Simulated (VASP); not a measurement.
# KMgI3 (Pm-3m) in VASP: notebook, part 2 of 2

VASP 6.6.1.

### 5 Single point, r2SCAN (volume changed by -3%)

POSCAR

```
KMgI3
1.0
    5.7551267803      0.0000000000      0.0000000000
    0.0000000000      5.7551267803      0.0000000000
    0.0000000000      0.0000000000      5.7551267803
K Mg I
1 1 3
Direct
    0.0000000000      0.0000000000      0.0000000000
    0.5000000000      0.5000000000      0.5000000000
    0.5000000000      0.5000000000      0.0000000000
    0.5000000000      0.0000000000      0.5000000000
    0.0000000000      0.5000000000      0.5000000000
```

INCAR.step1

```
PREC = Accurate
ENCUT = 520
ISMEAR = 0
SIGMA = 0.01
LREAL = F
LASPH = T
NELM = 100
NBANDS = 24
GGA = PE
ALGO = Normal
EDIFF = 1E-4
LWAVE = T
LCHARG = F
```

INCAR.step2

```
PREC = Accurate
ENCUT = 520
EDIFF = 1E-6
ISMEAR = 0
SIGMA = 0.01
LREAL = F
LASPH = T
NELM = 100
ALGO = Normal
ISIF = 2
LWAVE = F
LCHARG = F
METAGGA = R2SCAN
LMIXTAU = T
NBANDS = 24
ISTART = 1
```

KPOINTS

```
regular mesh
0
Gamma
  4 4 4
```

Potentials or basis: VASP PAW PBE potentials, release 64 (K_sv, Mg, I).

Command:

```
cat potpaw_PBE.64/K_sv/POTCAR potpaw_PBE.64/Mg/POTCAR potpaw_PBE.64/I/POTCAR > POTCAR
cp INCAR.step1 INCAR
mpirun -np 1 vasp_std > vasp.out
cp INCAR.step2 INCAR
mpirun -np 1 vasp_std > vasp.out
```

OUTCAR:

```text
PREC = Accurate
   ENCUT = 520
   EDIFF = 1E-6
   ISMEAR = 0
   LREAL = F
   LASPH = T
   NELM = 100
   ISIF = 2
   METAGGA = R2SCAN
   ISTART = 1

 ion  position               nearest neighbor table
   1  0.000  0.000  0.000-
   2  0.500  0.500  0.500-   3 2.88   4 2.88   5 2.88   3 2.88   4 2.88   5 2.88
   3  0.500  0.500  0.000-   2 2.88   2 2.88
   4  0.500  0.000  0.500-   2 2.88   2 2.88
   5  0.000  0.500  0.500-   2 2.88   2 2.88

  LATTYP: Found a simple cubic cell.
 ALAT       =     5.7551267803

  Lattice vectors:

 A1 = (   5.7551267803,   0.0000000000,   0.0000000000)
 A2 = (   0.0000000000,   5.7551267803,   0.0000000000)
 A3 = (   0.0000000000,   0.0000000000,   5.7551267803)

Analysis of symmetry for initial positions (statically):
=====================================================================
 Subroutine PRICEL returns:
 Original cell was already a primitive cell.

 Routine SETGRP: Setting up the symmetry group for a
 simple cubic supercell.

 Subroutine GETGRP returns: Found 48 space group operations
 (whereof 48 operations were pure point group operations)
 out of a pool of 48 trial point group operations.

The static configuration has the point symmetry O_h .

Analysis of symmetry for dynamics (positions and initial velocities):
=====================================================================
 Subroutine PRICEL returns:
 Original cell was already a primitive cell.

 Routine SETGRP: Setting up the symmetry group for a
 simple cubic supercell.

 Subroutine GETGRP returns: Found 48 space group operations
 (whereof 48 operations were pure point group operations)
 out of a pool of 48 trial point group operations.

The dynamic configuration has the point symmetry O_h .

[... 105 lines left out ...]
   EFERMI_NEDOS =   21; number of points for ismear=-14 and -15
   IALGO  =     38    algorithm
   IMIX   =      4    mixing-type and parameters
     AMIX     =   0.40;   BMIX     =  1.00
     AMIX_MAG =   1.60;   BMIX_MAG =  1.00
  volume/ion in A,a.u.               =      38.12       257.27
  Fermi-wavevector in a.u.,A,eV,Ry     =   0.903102  1.706614 11.096809  0.815592
  Thomas-Fermi vector in A             =   2.026386
   LORBIT       =      0    0 simple, 1 ext, 2 COOP (PROOUT), +10 PAW based schemes
   METAGGA = R2SCAN    functional components
   LHFCALC =     F    Hartree Fock is set to
   AEXX    =    0.0000 exact exchange contribution
   IVDW    =     0    specifies the selected vdW correction
   LEPSILON=     F    determine dielectric tensor
   LRPA    =     F    only Hartree local field effects (RPA)
 non-spin polarized calculation
 Gauss-broadening in eV      SIGMA  =   0.01
  energy-cutoff  :      520.00
  volume of cell :      190.62
 maximum number of plane-waves:      5216
 NGX is ok and might be reduce to    48
   NGX = 21   NGY = 21   NGZ = 21

 number of electron      32.0000004 magnetization

 Free energy of the ion-electron system (eV)
  ---------------------------------------------------
  ext. energy  EPLUGINS =         0.00000000
  ---------------------------------------------------
  free energy    TOTEN  =       -90.40924167 eV

  energy without entropy =      -90.40924167  energy(sigma->0) =      -90.40924167

 E-fermi :   1.4804     XC(G=0):  -8.0860

 val. band max:        1.4096387549   @ k =   0.5000   0.5000   0.5000
 cond. band min:       3.2806049142   @ k =   0.0000   0.0000   0.0000
 fundamental gap:      1.8709661592
 Fermi energy:         1.4803576144

 k-point     1 :       0.0000    0.0000    0.0000
  band No.  band energies     occupation
      1     -29.5947      2.00000
      2     -12.2834      2.00000
      3     -12.2834      2.00000
      4     -12.2834      2.00000
      5     -11.0548      2.00000
      6     -10.1079      2.00000
[... 259 lines left out ...]
     23       8.6279      0.00000
     24       9.6038      0.00000

------------------------ aborting loop because EDIFF is reached ----------------------------------------

  FORCE on cell =-STRESS in cart. coord.  units (eV):
  Direction    XX          YY          ZZ          XY          YZ          ZX
  --------------------------------------------------------------------------------------
  -------------------------------------------------------------------------------------
  Total        0.7309030      0.7309030      0.7309030      0.0000000      0.0000000     -0.0000000
  in kB        6.1433558      6.1433558      6.1433558      0.0000000      0.0000000     -0.0000000
  external PRESSURE =       6.1433558 kB  Pullay stress =       0.0000000 kB

 VOLUME and BASIS-vectors are now :
 -----------------------------------------------------------------------------
  energy-cutoff  :      520.00
  volume of cell :      190.62
      direct lattice vectors                 reciprocal lattice vectors
     5.755126780  0.000000000  0.000000000     0.173758118  0.000000000  0.000000000
     0.000000000  5.755126780  0.000000000     0.000000000  0.173758118  0.000000000
     0.000000000  0.000000000  5.755126780     0.000000000  0.000000000  0.173758118

 POSITION                                       TOTAL-FORCE (eV/Angst)
 -----------------------------------------------------------------------------------
      0.00000      0.00000      0.00000         0.000000      0.000000      0.000000
      2.87756      2.87756      2.87756         0.000000      0.000000      0.000000
      2.87756      2.87756      0.00000         0.000000      0.000000      0.000000
      2.87756      0.00000      2.87756         0.000000      0.000000      0.000000
      0.00000      2.87756      2.87756         0.000000      0.000000      0.000000
 -----------------------------------------------------------------------------------
    total drift:                               -0.000000      0.000000     -0.000000

  FREE ENERGIE OF THE ION-ELECTRON SYSTEM (eV)
  ---------------------------------------------------
  free  energy   TOTEN  =       -90.4092416745 eV

  energy  without entropy=      -90.4092416745  energy(sigma->0) =      -90.40924167
```

OSZICAR.step1:

```text
N       E                     dE             d eps       ncg     rms          rms(c)
DAV:   1     0.180306313189E+03    0.18031E+03   -0.12168E+04   480   0.109E+03
DAV:   2     0.698472011586E+00   -0.17961E+03   -0.17224E+03   656   0.210E+02
DAV:   3    -0.125666667857E+02   -0.13265E+02   -0.13217E+02   640   0.541E+01
DAV:   4    -0.131228561289E+02   -0.55619E+00   -0.55580E+00   776   0.108E+01
DAV:   5    -0.131311672630E+02   -0.83111E-02   -0.83108E-02   696   0.125E+00    0.407E+00
DAV:   6    -0.128432323692E+02    0.28793E+00   -0.33052E-01   592   0.217E+00    0.280E+00
DAV:   7    -0.127685399433E+02    0.74692E-01   -0.33878E-01   600   0.220E+00    0.111E+00
DAV:   8    -0.127688290437E+02   -0.28910E-03   -0.26236E-02   648   0.745E-01    0.172E-01
DAV:   9    -0.127686976632E+02    0.13138E-03   -0.79328E-04   632   0.132E-01    0.670E-02
DAV:  10    -0.127687736688E+02   -0.76006E-04   -0.38349E-04   544   0.107E-01
   1 F= -.12768774E+02 E0= -.12768774E+02  d E =-.469274E-27
```

It took 1.8 min on 1 thread of Intel Xeon 6975P-C (Granite Rapids), shared host; peak memory 0.38 GiB.

What came out:

| Item | Value |
| --- | --- |
| Free energy | -90.4092 eV |
| Pressure | 0.6 GPa |
| Band gap on the k mesh | 1.87 eV, indirect (least direct gap 2.42 eV) |

Levels at points of the mesh, in eV from the valence-band top:
```csv
k point,band 13,band 14,band 15,band 16,band 17,band 18,band 19,band 20
"(0.00, 0.00, 0.00)",-0.92,-0.54,-0.54,-0.54,1.87,4.05,5.45,5.45
"(0.50, 0.00, 0.00)",-1.40,-1.18,-0.71,-0.71,4.07,5.39,5.68,6.26
"(0.50, 0.50, 0.00)",-1.41,-1.41,-1.11,-0.02,5.76,5.76,5.79,6.05
"(0.50, 0.50, 0.50)",-1.09,0.00,0.00,0.00,4.28,5.05,5.05,5.05
```

Caveat: the cell differs from its parent crystal (volume changed by -3%); the PAW data sets were made with another functional, which shifts forces and pressure a little; spin-orbit coupling is left out, which moves the levels of the heavy elements. A k mesh can miss the band edges.

### 6 Single point, r2SCAN

This run uses another cell than the first one, of 39.30 Å³/atom, 0.952 times its volume.

Edit POSCAR of step 5 so:

```diff
@@ -2,5 +2,5 @@
 1.0
-    5.7551267803      0.0000000000      0.0000000000
-    0.0000000000      5.7551267803      0.0000000000
-    0.0000000000      0.0000000000      5.7551267803
+    5.8138566201      0.0000000000      0.0000000000
+    0.0000000000      5.8138566201      0.0000000000
+    0.0000000000      0.0000000000      5.8138566201
 K Mg I
```

INCAR.step1

```
PREC     = Accurate       # precision mode
ENCUT    = 520            # plane-wave cutoff, eV
ISMEAR   = 0              # smearing method
SIGMA    = 0.01           # smearing width, eV
LREAL    = False          # projectors in reciprocal space
LASPH    = True           # aspherical terms in the spheres
NELM     = 100            # most SCF steps
NBANDS   = 24             # bands
GGA      = PE             # functional
ALGO     = Normal         # electronic algorithm
EDIFF    = 1E-4           # SCF threshold, eV
LWAVE    = True           # write WAVECAR
LCHARG   = False          # write CHGCAR
```

INCAR.step2

```
PREC     = Accurate       # precision mode
ENCUT    = 520            # plane-wave cutoff, eV
EDIFF    = 1E-6           # SCF threshold, eV
ISMEAR   = 0              # smearing method
SIGMA    = 0.01           # smearing width, eV
LREAL    = False          # projectors in reciprocal space
LASPH    = True           # aspherical terms in the spheres
NELM     = 100            # most SCF steps
ALGO     = Normal         # electronic algorithm
ISIF     = 2              # what is computed and relaxed
LWAVE    = False          # write WAVECAR
LCHARG   = False          # write CHGCAR
METAGGA  = R2SCAN         # meta-GGA
LMIXTAU  = True         
NBANDS   = 24             # bands
ISTART   = 1
```

KPOINTS

```
Automatic mesh
0
Gamma
  4 4 4
```

Potentials or basis: VASP PAW PBE potentials, release 64 (K_sv, Mg, I).

Command:

```
cat potpaw_PBE.64/K_sv/POTCAR potpaw_PBE.64/Mg/POTCAR potpaw_PBE.64/I/POTCAR > POTCAR
cp INCAR.step1 INCAR
mpirun -np 1 vasp_std > vasp.out
cp INCAR.step2 INCAR
mpirun -np 1 vasp_std > vasp.out
```

OUTCAR:

```text
PREC = Accurate
   ENCUT = 520
   EDIFF = 1E-6
   ISMEAR = 0
   LREAL = False
   LASPH = True
   NELM = 100
   ISIF = 2
   METAGGA = R2SCAN
   ISTART = 1

 ion  position               nearest neighbor table
   1  0.000  0.000  0.000-
   2  0.500  0.500  0.500-   3 2.91   4 2.91   5 2.91   3 2.91   4 2.91   5 2.91
   3  0.500  0.500  0.000-   2 2.91   2 2.91
   4  0.500  0.000  0.500-   2 2.91   2 2.91
   5  0.000  0.500  0.500-   2 2.91   2 2.91

  LATTYP: Found a simple cubic cell.
 ALAT       =     5.8138566201

  Lattice vectors:

 A1 = (   5.8138566201,   0.0000000000,   0.0000000000)
 A2 = (   0.0000000000,   5.8138566201,   0.0000000000)
 A3 = (   0.0000000000,   0.0000000000,   5.8138566201)

Analysis of symmetry for initial positions (statically):
=====================================================================
 Subroutine PRICEL returns:
 Original cell was already a primitive cell.

 Routine SETGRP: Setting up the symmetry group for a
 simple cubic supercell.

[... 156 lines left out ...]
  energy without entropy =      -90.41981899  energy(sigma->0) =      -90.41981899

 E-fermi :   1.2388     XC(G=0):  -7.9562

 val. band max:        1.1670207473   @ k =   0.5000   0.5000   0.5000
 cond. band min:       2.9981013569   @ k =   0.0000   0.0000   0.0000
 fundamental gap:      1.8310806095
 Fermi energy:         1.2388053347

 k-point     1 :       0.0000    0.0000    0.0000
  band No.  band energies     occupation
      1     -29.8455      2.00000
      2     -12.5313      2.00000
      3     -12.5313      2.00000
      4     -12.5313      2.00000
      5     -11.1705      2.00000
      6     -10.2947      2.00000
[... 259 lines left out ...]
     23       8.3915      0.00000
     24       9.3609      0.00000

------------------------ aborting loop because EDIFF is reached ----------------------------------------

  FORCE on cell =-STRESS in cart. coord.  units (eV):
  Direction    XX          YY          ZZ          XY          YZ          ZX
  --------------------------------------------------------------------------------------
  -------------------------------------------------------------------------------------
  Total       -0.0854709     -0.0854709     -0.0854709      0.0000000     -0.0000000     -0.0000000
  in kB       -0.6968442     -0.6968442     -0.6968442      0.0000000     -0.0000000     -0.0000000
  external PRESSURE =      -0.6968442 kB  Pullay stress =       0.0000000 kB

 VOLUME and BASIS-vectors are now :
 -----------------------------------------------------------------------------
  energy-cutoff  :      520.00
  volume of cell :      196.51
      direct lattice vectors                 reciprocal lattice vectors
     5.813856620  0.000000000  0.000000000     0.172002866  0.000000000  0.000000000
     0.000000000  5.813856620  0.000000000     0.000000000  0.172002866  0.000000000
     0.000000000  0.000000000  5.813856620     0.000000000  0.000000000  0.172002866

 POSITION                                       TOTAL-FORCE (eV/Angst)
 -----------------------------------------------------------------------------------
      0.00000      0.00000      0.00000         0.000000      0.000000      0.000000
      2.90693      2.90693      2.90693         0.000000      0.000000      0.000000
      2.90693      2.90693      0.00000         0.000000      0.000000      0.000000
      2.90693      0.00000      2.90693         0.000000      0.000000      0.000000
      0.00000      2.90693      2.90693         0.000000      0.000000      0.000000
 -----------------------------------------------------------------------------------
    total drift:                                0.000000      0.000000     -0.000000

  FREE ENERGIE OF THE ION-ELECTRON SYSTEM (eV)
  ---------------------------------------------------
  free  energy   TOTEN  =       -90.4198189898 eV

  energy  without entropy=      -90.4198189898  energy(sigma->0) =      -90.41981899
```

It took 1.8 min on 1 thread of Intel Xeon 6975P-C (Granite Rapids), shared host; peak memory 0.38 GiB.

What came out:

* Free energy: -90.4198 eV
* Pressure: -0.1 GPa
* Band gap on the k mesh: 1.83 eV, indirect (least direct gap 2.36 eV)

Levels at points of the mesh, in eV from the valence-band top:
```csv
k point,band 14,band 15,band 16,band 17,band 18,band 19
"(0.00, 0.00, 0.00)",-0.52,-0.52,-0.52,1.83,4.01,5.51
"(0.50, 0.00, 0.00)",-1.11,-0.68,-0.68,3.99,5.39,5.66
"(0.50, 0.50, 0.00)",-1.33,-1.08,-0.02,5.69,5.73,5.73
"(0.50, 0.50, 0.50)",0.00,0.00,0.00,4.33,5.02,5.02
```

Caveat: the PAW data sets were made with another functional, which shifts forces and pressure a little; spin-orbit coupling is left out, which moves the levels of the heavy elements.

### 7 The runs side by side

| level | cell | gap on the mesh (eV) | pressure (GPa) |
| --- | --- | --- | --- |
| PBE | a = 5.910 Å, 5 atoms | 1.12 | -0.5 |
| PBE | a = 5.967 Å, 5 atoms | 1.07 | -1.0 |
| r2SCAN | a = 5.695 Å, 5 atoms | 1.91 | 1.4 |
| r2SCAN | a = 5.755 Å, 5 atoms | 1.87 | 0.6 |
| r2SCAN | a = 5.814 Å, 5 atoms | 1.83 | -0.1 |

Alike in all rows: task single point; potentials or basis VASP PAW PBE potentials, release 64 (K_sv, Mg, I); no spin polarisation; k mesh 4 × 4 × 4; cutoff (eV) 520; smearing gaussian 0.01 eV.

Caveats: spin-orbit coupling is left out, which moves the levels of the heavy elements; the PAW data sets were made with another functional, which shifts forces and pressure a little (some runs).

Absolute energies hang on the potentials; compare differences alone.
